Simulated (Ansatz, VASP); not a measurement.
# One calculation of Si, two programs

```xyz
2
Lattice="0.0000 2.7507 2.7507 2.7507 0.0000 2.7507 2.7507 2.7507 0.0000" Properties=species:S:1:pos:R:3 pbc="T T T"
Si    0.0000    0.0000    0.0000
Si    1.3754    1.3754    1.3754
```

Alike in both runs: task single point; functional PBE; k mesh 12 × 12 × 12; no spin polarisation.

|  | VASP | Ansatz |
| --- | --- | --- |
| version | VASP 6.6.1 | Ansatz 0.2.0 |
| potentials or method | VASP PAW PBE potentials, release 64 (Si), cutoff 500 eV | scalar-relativistic, plane waves, PAW |
| occupations | gaussian, width 0.01 eV | fixed |
| valence electrons in the cell | 8 | 8 |

Ansatz gave:

```
gap on the k mesh at the Fermi level (eV) : 0.64
least direct gap on the mesh (eV)         : 2.54
pressure (GPa)                            : -1.5
```

**Question.** What did VASP give for the same quantities?

**Answer.** gap on the k mesh at the Fermi level (eV): 0.64; least direct gap on the mesh (eV): 2.55; pressure (GPa): -1.5.
